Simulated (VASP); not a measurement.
Ir: single point with r2SCAN

The system is Ir.

```
Ir
1.0
    -1.58687    1.58687    1.58687
     1.58687   -1.58687    1.58687
     1.58687    1.58687   -1.58687
Ir
1
Direct
  0.00000 0.00000 0.00000
```

This isn't the form of Ir at room conditions, which is fcc.

```json
{
 "Program": "VASP 6.6.1",
 "Task": "single point",
 "Functional": "r2SCAN",
 "Potentials or basis": "VASP PAW PBE potentials, release 64 (Ir)",
 "Cutoff": "520 eV",
 "k mesh": "23 × 23 × 23",
 "Occupations": "fermi-dirac, width 0.05 eV",
 "Spin": "collinear spin",
 "Starting moments": "[0.791] μB",
 "Dipole correction": "no",
 "Further INCAR settings": "ALGO = Normal; EDIFF = 1e-07; NBANDS = 14"
}
```

- Pressure: -18.4 GPa
- Net moment: 0.91 μB per cell
- Site moments: Ir +0.93 μB
- Valence electrons inside the program's atomic spheres: Ir 8.05

Levels at points of the mesh, in eV from the Fermi level:
Spin up:
| k point | band 3 | band 4 | band 5 | band 6 | band 7 | band 8 |
| --- | --- | --- | --- | --- | --- | --- |
| (0.00, 0.00, 0.00) | -3.62 | -3.62 | -1.31 | -1.31 | 17.69 | 17.69 |
Spin down:
| k point | band 2 | band 3 | band 4 | band 5 | band 6 | band 7 |
| --- | --- | --- | --- | --- | --- | --- |
| (0.00, 0.00, 0.00) | -3.15 | -3.15 | -3.15 | 0.09 | 0.09 | 17.66 |

It took 3.6 min on 1 thread of Intel(R) Xeon(R) 6975P-C (Granite Rapids) (shared host), peak memory 0.23 GiB.

Caveat: the cell stands under tension; the PAW data sets were made with another functional, which shifts forces and pressure a little; spin-orbit coupling is left out, which moves the levels of the heavy elements.
